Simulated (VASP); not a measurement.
Here is a VASP 6.6.1 calculation.

Contents of INCAR:

```
PREC     = Accurate       # precision mode
ENCUT    = 520            # plane-wave cutoff, eV
EDIFF    = 1E-6           # SCF threshold, eV
ISMEAR   = 0              # smearing method
SIGMA    = 0.02           # smearing width, eV
LREAL    = F              # projectors in reciprocal space
LASPH    = T              # aspherical terms in the spheres
NELM     = 100            # most SCF steps
ALGO     = Normal         # electronic algorithm
ISIF     = 2              # what is computed and relaxed
LWAVE    = F              # write WAVECAR
LCHARG   = F              # write CHGCAR
GGA      = PS             # functional
NBANDS   = 36             # bands
```

File KPOINTS:

```
Automatic mesh
0
Gamma
  10 10 4
```

Contents of POSCAR:

```
Si
1.0
    1.9115587848     -5.3476661561      0.0000000000
    1.9115587848      5.3476661561      0.0000000000
    0.0000000000      0.0000000000     12.6538471797
Si
12
Direct
    0.7570405043      0.2429594957      0.9450993343
    0.2429594957      0.7570405043      0.0549006657
    0.7570405043      0.2429594957      0.5549006657
    0.2429594957      0.7570405043      0.4450993343
    0.4286865207      0.5713134793      0.1572242050
    0.5713134793      0.4286865207      0.8427757950
    0.4286865207      0.5713134793      0.3427757950
    0.5713134793      0.4286865207      0.6572242050
    0.9712162890      0.0287837110      0.9093716909
    0.0287837110      0.9712162890      0.0906283091
    0.9712162890      0.0287837110      0.5906283091
    0.0287837110      0.9712162890      0.4093716909
```

Potentials or basis: VASP PAW PBE potentials, release 64 (Si).

Launch:

```sh
$ cat potpaw_PBE.64/Si/POTCAR > POTCAR
$ mpirun -np 1 vasp_std > vasp.out
```

Q: Predict the pressure.

A: 0.1 GPa.

Q: Estimate the largest force.

A: 0.007 eV/Å.

Q: Estimate the band gap on the k mesh.

A: 0.39 eV (least direct gap 0.48 eV).

Forces in eV/Å, atoms in the order of the input:
```
Si   0.000  0.000 -0.005
Si   0.000  0.000  0.005
Si   0.000  0.000  0.005
Si   0.000  0.000 -0.005
Si   0.000  0.002  0.003
Si   0.000 -0.002 -0.003
Si   0.000  0.002 -0.003
Si   0.000 -0.002  0.003
Si   0.000  0.004 -0.006
Si   0.000 -0.004  0.006
Si   0.000  0.004  0.006
Si   0.000 -0.004 -0.006
```

Caveat: the PAW data sets were made with another functional, which shifts forces and pressure a little. A k mesh can miss the band edges.
